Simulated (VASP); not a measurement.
Wanted: the native input for a VASP 6.6.1 run.

* Task: single point
* Functional: PBE
* Potentials or basis: VASP PAW PBE potentials, release 64 (Zr_sv, H)
* Cutoff: 520 eV
* k mesh: 6 × 4 × 4
* Occupations: gaussian, width 0.1 eV
* Spin: no spin polarisation
* Dipole correction: no
* Further INCAR settings: ALGO = Normal; EDIFF = 1e-06; NBANDS = 22

The structure of Zr2H3 lies in POSCAR:

```
Zr2H3
1.0
    3.6393464570      0.0000000000      0.0000000000
    0.0000000000      5.6205575035      0.0000000000
    0.0000000000      0.0000000000      3.5930000667
Zr H
2 3
Direct
    0.5000000000      0.5000000000      0.5000000000
    0.5000000000      0.0000000000      0.5000000000
    0.0000000000      0.0000000000      0.5000000000
    0.5000000000      0.0000000000      0.0000000000
    0.0000000000      0.0000000000      0.0000000000
```

The cell was built from a structure type or drawn by symmetry, and may not be a known phase.

The input as run:

INCAR

```
SYSTEM = Zr2H3
  PREC = Accurate
  ENCUT = 520
  EDIFF = 1E-6
  ISMEAR = 0
  SIGMA = 0.1
  LREAL = .FALSE.
  LASPH = .TRUE.
  NELM = 60
  ALGO = Normal
  ISIF = 2
  LWAVE = .FALSE.
  LCHARG = .FALSE.
  GGA = PE
  NBANDS = 22
```

KPOINTS

```
Automatic mesh
0
G
  6 4 4
  0 0 0
```

Potentials or basis: VASP PAW PBE potentials, release 64 (Zr_sv, H).

Command:

```console
$ cat potpaw_PBE.64/Zr_sv/POTCAR potpaw_PBE.64/H/POTCAR > POTCAR
$ mpirun -np 1 vasp_std > vasp.out
```

It gave:

| Item | Value |
| --- | --- |
| Pressure | 0.1 GPa |
| Band gap on the k mesh | zero (an odd number of electrons rules out a gap without spin polarisation) |

Caveat: the k points lie up to 0.44 Å⁻¹ apart, too coarse for converged energies and pressures of a metal.

Run time: 22 s on 1 thread of Intel(R) Xeon(R) 6975P-C (Granite Rapids), with other jobs on the host, peak memory 0.19 GiB.
